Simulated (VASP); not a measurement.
# SiC (Imm2) in VASP: a series of runs

The runs below take SiC through single point, with PBE.

Program: VASP 6.6.1. These are calculated values, not measurements. Logs are shortened: lines on timing, memory, paths and dates and some standing lists are left out, and cuts for length are marked.

## 1. The cell of the first run

The structure is orthorhombic, space group Imm2 (No. 44). The conventional cell has a = 3.075 Å, b = 3.075 Å, c = 4.348 Å, α = 90.00°, β = 90.00°, γ = 90.00°. Within 2.3 Å of Si (site symmetry mm2) lie 4 C at 1.73 to 2.07 Å. Within 2.3 Å of C (site symmetry mm2) lie 4 Si at 1.73 to 2.07 Å.

## 2. Single point, PBE (all C atoms moved -0.300 Å, as atom 2 along Cartesian [0 0 1])

INCAR reads:

```
  PREC = Accurate
  ENCUT = 520
  EDIFF = 1E-7
  ISMEAR = 0
  SIGMA = 0.05
  LREAL = False
  LASPH = True
  NELM = 100
  ALGO = Normal
  ISIF = 2
  LWAVE = False
  LCHARG = False
  GGA = PE
  NBANDS = 11
```

KPOINTS reads:

```
Automatic mesh
0
Gamma
  12 12 12
```

POSCAR reads:

```
SiC
1.0
    0.0000000000      2.1740000000      2.1740000000
    2.1740000000      0.0000000000      2.1740000000
    2.1740000000      2.1740000000      0.0000000000
Si C
1 1
Direct
    0.0000000000      0.0000000000      0.0000000000
    0.6810027599      0.6810027599      0.8189972401
```

Potentials or basis: VASP PAW PBE potentials, release 64 (Si, C).

Command:

```sh
$ cat potpaw_PBE.64/Si/POTCAR potpaw_PBE.64/C/POTCAR > POTCAR
$ mpirun -np 1 vasp_std > vasp.out
```

OUTCAR:

```text
PREC = Accurate
   ENCUT = 520
   EDIFF = 1E-7
   ISMEAR = 0
   LREAL = False
   LASPH = True
   NELM = 100
   ISIF = 2
   GGA = PE

 ion  position               nearest neighbor table
   1  0.000  0.000  0.000-   2 1.73   2 1.73   2 2.07   2 2.07
   2  0.681  0.681  0.819-   1 1.73   1 1.73   1 2.07   1 2.07

  LATTYP: Found a face centered cubic cell.
 ALAT       =     4.3480000000

  Lattice vectors:

 A1 = (   0.0000000000,   2.1740000000,   2.1740000000)
 A2 = (   2.1740000000,   0.0000000000,   2.1740000000)
 A3 = (   2.1740000000,   2.1740000000,   0.0000000000)

Analysis of symmetry for initial positions (statically):
=====================================================================
 Subroutine PRICEL returns:
 Original cell was already a primitive cell.

 Routine SETGRP: Setting up the symmetry group for a
 face centered cubic supercell.

 Subroutine GETGRP returns: Found  4 space group operations
 (whereof  4 operations were pure point group operations)
 out of a pool of 48 trial point group operations.

The static configuration has the point symmetry C_2v.

Analysis of symmetry for dynamics (positions and initial velocities):
=====================================================================
 Subroutine PRICEL returns:
 Original cell was already a primitive cell.

 Routine SETGRP: Setting up the symmetry group for a
 face centered cubic supercell.

 Subroutine GETGRP returns: Found  4 space group operations
 (whereof  4 operations were pure point group operations)
 out of a pool of 48 trial point group operations.

The dynamic configuration has the point symmetry C_2v.

 Subroutine INISYM returns: Found  4 space group operations
 (whereof  4 operations are pure point group operations),
 and found     1 'primitive' translations

----------------------------------------------------------------------------------------

                                     Primitive cell

  volume of cell :      20.5498

  direct lattice vectors                    reciprocal lattice vectors
     0.000000000  2.174000000  2.174000000    -0.229990800  0.229990800  0.229990800
     2.174000000  0.000000000  2.174000000     0.229990800 -0.229990800  0.229990800
     2.174000000  2.174000000  0.000000000     0.229990800  0.229990800 -0.229990800

  length of vectors
     3.074500285  3.074500285  3.074500285     0.398355752  0.398355752  0.398355752

  position of ions in fractional coordinates (direct lattice)
     0.000000000  0.000000000  0.000000000
     0.681002760  0.681002760  0.818997240

  ion indices of the primitive-cell ions
   primitive index   ion index
                 1           1
                 2           2

----------------------------------------------------------------------------------------

 KPOINTS: Automatic mesh

Automatic generation of k-mesh.
 Grid dimensions read from file:
 generate k-points for:   12   12   12

 Generating k-lattice:

  Cartesian coordinates                     Fractional coordinates (reciprocal lattice)
    -0.019165900  0.019165900  0.019165900     0.083333333  0.000000000  0.000000000
     0.019165900 -0.019165900  0.019165900     0.000000000  0.083333333  0.000000000
     0.019165900  0.019165900 -0.019165900     0.000000000  0.000000000  0.083333333

  Length of vectors
     0.033196313  0.033196313  0.033196313

  Shift w.r.t. Gamma in fractional coordinates (k-lattice)
     0.000000000  0.000000000  0.000000000

 Subroutine IBZKPT returns following result:
 ===========================================

 Found    280 irreducible k-points:

 Following reciprocal coordinates:
            Coordinates               Weight
  0.000000  0.000000  0.000000      1.000000
  0.083333  0.000000  0.000000      4.000000
  0.000000  0.000000  0.083333      4.000000
  0.166667  0.000000  0.000000      4.000000
  0.000000  0.000000  0.166667      4.000000
  0.250000  0.000000  0.000000      4.000000
[... 16 lines left out ...]
  0.083333  0.083333 -0.166667      4.000000
  0.333333  0.083333  0.000000      4.000000
 [... further k-points ...]
   k-points           NKPTS =    280   k-points in BZ     NKDIM =    280   number of bands    NBANDS=     11
   number of dos      NEDOS =    301   number of ions     NIONS =      2
   total plane-waves  NPLWV =  13824
   dimension x,y,z NGX =    24 NGY =   24 NGZ =   24
   dimension x,y,z NGXF=    48 NGYF=   48 NGZF=   48
   ions per type =               1   1
   NGX,Y,Z   is equivalent  to a cutoff of  12.98, 12.98, 12.98 a.u.
   NGXF,Y,Z  is equivalent  to a cutoff of  25.95, 25.95, 25.95 a.u.
 SYSTEM =  unknown system
   PREC   = accura    normal or accurate (medium, high low for compatibility)
   ISTART =      0    job   : 0-new  1-cont  2-samecut
   ICHARG =      2    charge: 1-file 2-atom 10-const
   ISPIN  =      1    spin polarized calculation?
   LNONCOLLINEAR =      F non collinear calculations
   LSORBIT =      F    spin-orbit coupling
   LASPH  =      T    aspherical Exc in radial PAW
   ENCUT  =  520.0 eV  38.22 Ry    6.18 a.u.   5.72  5.72  5.72*2*pi/ulx,y,z
   NELM   =    100;   NELMIN=  2; NELMDL= -5     # of ELM steps
   EDIFF  = 0.1E-06   stopping-criterion for ELM
   LREAL  =      F    real-space projection
   EDIFFG = 0.1E-05   stopping-criterion for IOM
   NSW    =      0    number of steps for IOM
   IBRION =     -1    ionic relax: 0-MD 1-quasi-New 2-CG
   NFREE  =      0    steps in history (QN), initial steepest desc. (CG)
   ISIF   =      2    stress and relaxation
   ISYM   =      2    0-nonsym 1-usesym 2-fastsym
   POTIM  = 0.5000    time-step for ionic-motion
   TEBEG  =    0.0;   TEEND  =   0.0 temperature during run
   PSTRESS=    0.0 pullay stress
   NELECT =       8.0000    total number of electrons
   NUPDOWN=      -1.0000    fix difference up-down
   EMIN   =  10.00;   EMAX   =-10.00  energy-range for DOS
   EFERMI =   0.00;   METHOD = LEGACY
   ISMEAR =     0;   SIGMA  =   0.05  broadening in eV -4-tet -1-fermi 0-gaus
   EFERMI_NEDOS =   21; number of points for ismear=-14 and -15
   IALGO  =     38    algorithm
   IMIX   =      4    mixing-type and parameters
     AMIX     =   0.40;   BMIX     =  1.00
     AMIX_MAG =   1.60;   BMIX_MAG =  1.00
  volume/ion in A,a.u.               =      10.27        69.34
  Fermi-wavevector in a.u.,A,eV,Ry     =   1.195369  2.258920 19.441458  1.428907
  Thomas-Fermi vector in A             =   2.331336
   LORBIT       =      0    0 simple, 1 ext, 2 COOP (PROOUT), +10 PAW based schemes
   GGA     = PE    functional components
   LHFCALC =     F    Hartree Fock is set to
   AEXX    =    0.0000 exact exchange contribution
   IVDW    =     0    specifies the selected vdW correction
   LEPSILON=     F    determine dielectric tensor
   LRPA    =     F    only Hartree local field effects (RPA)
 non-spin polarized calculation
 Gauss-broadening in eV      SIGMA  =   0.05
  energy-cutoff  :      520.00
  volume of cell :       20.55
 maximum number of plane-waves:       568
   NGX = 11   NGY = 11   NGZ = 11

 number of electron       8.0000000 magnetization

 Free energy of the ion-electron system (eV)
  ---------------------------------------------------
  ext. energy  EPLUGINS =         0.00000000
  ---------------------------------------------------
  free energy    TOTEN  =       -14.22590446 eV

  energy without entropy =      -14.22586074  energy(sigma->0) =      -14.22588260

 E-fermi :   9.2438     XC(G=0): -11.3880

 val. band max:        9.2009156792   @ k =  -0.0833   0.0833   0.0000
 cond. band min:       9.2780171908   @ k =   0.0000   0.5000   0.5000
 fundamental gap:      0.0771015117
 Fermi energy:         9.2438245418

 k-point     1 :       0.0000    0.0000    0.0000
  band No.  band energies     occupation
      1      -7.3303      2.00000
      2       6.6038      2.00000
      3       8.3556      2.00000
      4       9.2002      1.78286
      5      14.0535      0.00000
      6      15.3622      0.00000
      7      15.5116      0.00000
      8      16.2946      0.00000
      9      22.5758      0.00000
     10      22.6741      0.00000
     11      23.7819      0.00000

 k-point     2 :       0.0833    0.0000    0.0000
  band No.  band energies     occupation
      1      -7.1928      2.00000
      2       6.1620      2.00000
      3       8.1122      2.00000
      4       9.0922      1.99998
      5      14.2655      0.00000
      6      15.3155      0.00000
      7      15.5148      0.00000
      8      16.7652      0.00000
      9      21.4683      0.00000
     10      21.9937      0.00000
     11      24.5740      0.00000

 k-point     3 :       0.0000    0.0000    0.0833
  band No.  band energies     occupation
      1      -7.1969      2.00000
      2       6.5358      2.00000
      3       7.8167      2.00000
      4       8.8485      2.00000
      5      14.3562      0.00000
      6      15.2076      0.00000
      7      15.8643      0.00000
      8      16.4611      0.00000
      9      22.0253      0.00000
     10      22.1986      0.00000
     11      23.6716      0.00000

 k-point     4 :       0.1667    0.0000    0.0000
  band No.  band energies     occupation
      1      -6.7837      2.00000
      2       4.9198      2.00000
      3       7.6754      2.00000
      4       8.8326      2.00000
      5      14.2447      0.00000
      6      15.6631      0.00000
      7      15.7320      0.00000
      8      17.5201      0.00000
      9      20.6945      0.00000
     10      21.0726      0.00000
     11      24.0663      0.00000
[... 239 lines left out ...]
 k-point    22 :       0.0833    0.0000    0.2500
  band No.  band energies     occupation
      1      -6.2857      2.00000
      2       4.9333      2.00000
      3       6.0471      2.00000
      4       7.8959      2.00000
      5      13.9312      0.00000
      6      15.7505      0.00000
      7      16.3157      0.00000
      8      17.2745      0.00000
      9      20.5885      0.00000
     10      23.2911      0.00000
     11      23.8054      0.00000

 k-point    23 :       0.0833    0.0833   -0.1667
  band No.  band energies     occupation
      1      -6.2779      2.00000
      2       4.8367      2.00000
      3       5.8729      2.00000
      4       8.2013      2.00000
      5      13.9527      0.00000
      6      15.2552      0.00000
      7      17.1574      0.00000
      8      17.3661      0.00000
      9      20.6055      0.00000
     10      22.5403      0.00000
     11      23.5379      0.00000

 k-point    24 :       0.3333    0.0833    0.0000
  band No.  band energies     occupation
      1      -5.4334      2.00000
      2       2.1784      2.00000
      3       6.7439      2.00000
      4       7.7877      2.00000
      5      13.8987      0.00000
      6      15.9240      0.00000
      7      16.1351      0.00000
      8      17.6408      0.00000
      9      21.0874      0.00000
     10      23.2551      0.00000
     11      24.1452      0.00000

 [... further k-points ...]

------------------------ aborting loop because EDIFF is reached ----------------------------------------

  FORCE on cell =-STRESS in cart. coord.  units (eV):
  Direction    XX          YY          ZZ          XY          YZ          ZX
  --------------------------------------------------------------------------------------
  -------------------------------------------------------------------------------------
  Total        2.6582289      2.6582289      0.5150242     -2.8295889      0.0000000      0.0000000
  in kB      207.2499081    207.2499081     40.1540766   -220.6100620      0.0000000      0.0000000
  external PRESSURE =     151.5512976 kB  Pullay stress =       0.0000000 kB

 VOLUME and BASIS-vectors are now :
 -----------------------------------------------------------------------------
  energy-cutoff  :      520.00
  volume of cell :       20.55
      direct lattice vectors                 reciprocal lattice vectors
     0.000000000  2.174000000  2.174000000    -0.229990800  0.229990800  0.229990800
     2.174000000  0.000000000  2.174000000     0.229990800 -0.229990800  0.229990800
     2.174000000  2.174000000  0.000000000     0.229990800  0.229990800 -0.229990800

 POSITION                                       TOTAL-FORCE (eV/Angst)
 -----------------------------------------------------------------------------------
      0.00000      0.00000      0.00000         0.000000      0.000000     -5.201248
      3.26100      3.26100      2.96100        -0.000000     -0.000000      5.201248
 -----------------------------------------------------------------------------------
    total drift:                               -0.000000     -0.000000      0.000119

  FREE ENERGIE OF THE ION-ELECTRON SYSTEM (eV)
  ---------------------------------------------------
  free  energy   TOTEN  =       -14.2259044568 eV

  energy  without entropy=      -14.2258607397  energy(sigma->0) =      -14.22588260
```

Wall time 62 s (1 thread of AMD EPYC 7R13, shared host); peak memory 0.15 GiB.

Results:

* Free energy: -14.2259 eV
* Pressure: 15.2 GPa
* Largest force: 5.201 eV/Å
* Band gap on the k mesh: 0.08 eV (least direct gap 3.88 eV)

Forces on the atoms (eV/Å):
```
Si   0.000  0.000 -5.201
C    0.000  0.000  5.201
```

Stress tensor (GPa, compression positive):
```
 20.72 -22.06   0.00
-22.06  20.72   0.00
  0.00   0.00   4.02
```

Levels at points of the mesh, in eV from the valence-band top:
```
           k point  band 1  band 2  band 3  band 4  band 5  band 6  band 7  band 8
(0.00, 0.00, 0.00)  -16.53   -2.60   -0.85    0.00    4.85    6.16    6.31    7.09
(0.50, 0.00, 0.00)  -12.75  -10.19   -2.46   -1.11    4.07    5.40    7.37    9.02
(0.00, 0.00, 0.50)  -13.21   -9.06   -3.42   -1.30    4.07    5.23    6.96    8.88
(0.50, 0.50, 0.00)  -11.67   -8.60   -5.12   -3.68    0.20    3.44   13.00   13.10
(0.00, 0.50, 0.50)  -11.57   -9.05   -4.04   -3.95    0.08    2.84   12.40   13.61
```

Caveat: the cell differs from its parent crystal (all C atoms moved -0.300 Å, as atom 2 along Cartesian [0 0 1]); the cell stands under pressure; forces of over 1 eV/Å act on the atoms, so gaps and moduli don't describe the material at rest. A k mesh can miss the band edges.

(Continued in part 2 of 2.)
